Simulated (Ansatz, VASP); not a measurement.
This is a calculation of MnS for VASP 6.6.1.

The input INCAR:

```
SYSTEM = MnS
PREC     = Accurate       ! precision mode
ENCUT    = 520            ! plane-wave cutoff, eV
EDIFF    = 1E-6           ! SCF threshold, eV
ISMEAR   = 0              ! smearing method
SIGMA    = 0.026000000000000002 ! smearing width, eV
LREAL    = .FALSE.        ! projectors in reciprocal space
LASPH    = .TRUE.         ! aspherical terms in the spheres
NELM     = 150            ! most SCF steps
ALGO     = Normal         ! electronic algorithm
ISIF     = 2              ! what is computed and relaxed
LWAVE    = .FALSE.        ! write WAVECAR
LCHARG   = .TRUE.         ! write CHGCAR
ISPIN    = 2              ! spin polarisation
MAGMOM   = 4 0            ! initial moments
LORBIT   = 11             ! projections on sites
LMAXMIX  = 4              ! l up to which the mixer works
GGA      = PE             ! functional
LELF     = .TRUE.         ! ELF
LVHAR    = .TRUE.       
NBANDS   = 20             ! bands
```

File KPOINTS:

```
Automatic mesh
0
G
  9 9 9
  0 0 0
```

File POSCAR:

```
MnS
1.0
    0.0000000000      2.4734634191      2.4734634191
    2.4734634191      0.0000000000      2.4734634191
    2.4734634191      2.4734634191      0.0000000000
Mn S
1 1
Direct
    0.0000000000      0.0000000000      0.0000000000
    0.7500000000      0.7500000000      0.7500000000
```

Potentials or basis: VASP PAW PBE potentials, release 64 (Mn_pv, S).

The run is started by

```bash
$ cat potpaw_PBE.64/Mn_pv/POTCAR potpaw_PBE.64/S/POTCAR > POTCAR
$ mpirun -np 1 vasp_std > vasp.out
```

Problem. Translate it to Ansatz 0.2.0. Potentials there: all-electron LAPW, scalar-relativistic.

Solution. As run (the cutoff follows the program's own potentials):

File input.yaml:

```yaml
crystal:
  lattice:
    - [0.0, 2.4734634191, 2.4734634191]
    - [2.4734634191, 0.0, 2.4734634191]
    - [2.4734634191, 2.4734634191, 0.0]
  atoms:
    - { symbol: Mn, position: [0.0, 0.0, 0.0], spin: 4.0 }
    - { symbol: S, position: [0.75, 0.75, 0.75] }
kpoints:
  mp_grid: { grid: [9, 9, 9] }
scf:
  occupations: { method: gaussian, width: 0.026 }
hamiltonian:
  xc: pbe
  pseudopotentials: { kind: all_electron, lapw: { basis_error: 0.001 } }
magnetization:
  spin_polarized: true
output:
  forces: true
  stress: true
  eigenvalues: true
```

Potentials or basis: all-electron LAPW, scalar-relativistic.

Launch:

```sh
$ ansatz run input.yaml --threads 2 --pin off --max-ram 6144MiB --backend cpu --events-out ev --progress --plain --runs-dir out
```

Both were run:

|  | VASP | Ansatz | Ansatz less VASP |
| --- | --- | --- | --- |
| gap on the k mesh at the Fermi level (eV) | none | none | - |
| pressure (GPa) | 3.0 | 2.9 | -0.14 |
| net moment per atom (μB) | 0.11 | 0.11 | 0.000 |
| size of the moment on the site where the two differ most (μB) | 0.22 | 0.22 | -0.003 |

Site moments also hang on the region over which each program counts them. A gap of «none» marks a metal or a gap that the smearing closes. Ansatz ran all-electron here, and VASP with PAW potentials.
